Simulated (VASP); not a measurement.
Set up this calculation in VASP 6.6.1, as the native input.

| Property | Result |
| --- | --- |
| Task | molecular dynamics |
| Functional | PBE |
| Dispersion | D3(BJ) |
| Potentials or basis | VASP PAW PBE potentials, release 64 (O, C) |
| Cutoff | 520 eV |
| k mesh | 1 × 1 × 1 |
| Occupations | fermi-dirac, width 0.02 eV |
| Spin | no spin polarisation |
| Dipole correction | no |
| Further INCAR settings | LREAL = Auto; ALGO = Normal; EDIFF = 1e-05; ISYM = 0; IBRION = 0; POTIM = 1.0; NSW = 40 |

The structure of CO lies in POSCAR:

```
CO
1.0
    7.7417530000      0.0000000000      0.0000000000
    0.0000000000      7.7417530000      0.0000000000
    0.0000000000      0.0000000000      7.7417530000
O C
8 8
Direct
    0.4682200300      0.6053909300      0.0730743900
    0.9884234600      0.8889568600      0.8052032600
    0.3774572000      0.0471854300      0.2192606300
    0.1635135800      0.3870261400      0.7996638000
    0.8471742100      0.0730939400      0.3011329800
    0.3976552400      0.0225195300      0.6939241700
    1.0000237300      0.5259600300      0.2906836100
    0.4664981300      0.6221501300      0.5317898900
    0.5496597000      0.6790051000     -0.0241864900
    0.9132606800      0.8128439800      0.7046483700
    0.2875695000      0.1602475100      0.1938438500
    0.0571532800      0.3343141400      0.7133230100
    0.8068348500     -0.0598263100      0.2538766100
    0.5414787300      0.0448436600      0.6750165200
    0.9261786200      0.4965803600      0.1674199400
    0.5329707400      0.5026370800      0.4787477500
```

These files were run (other wordings do the same):

INCAR

```
SYSTEM = CO
  PREC = Accurate
  ENCUT = 520
  EDIFF = 1E-5
  ISMEAR = -1
  SIGMA = 0.02
  LREAL = Auto
  LASPH = .True.
  NELM = 100
  ALGO = Normal
  ISIF = 2
  LWAVE = .False.
  LCHARG = .False.
  GGA = PE
  IVDW = 12
  IBRION = 0
  NSW = 40
  POTIM = 1.0
  TEBEG = 1000.0
  TEEND = 1000.0
  ISYM = 0
  NELMIN = 4
  RANDOM_SEED = 517497 0 0
  MDALGO = 3
  LANGEVIN_GAMMA = 20 20
```

KPOINTS

```
Automatic mesh
0
Gamma
  1 1 1
  0 0 0
```

Potentials or basis: VASP PAW PBE potentials, release 64 (O, C).

Command:

```sh
$ cat potpaw_PBE.64/O/POTCAR potpaw_PBE.64/C/POTCAR > POTCAR
$ mpirun -np 1 vasp_gam > vasp.out
```

It gave:

The dispersion energy per atom is -0.044 eV.

Caveat: the k points lie up to 0.81 Å⁻¹ apart.

Run time: 24 min on 1 thread of Intel Xeon 8259CL (shared host), peak memory 0.55 GiB.
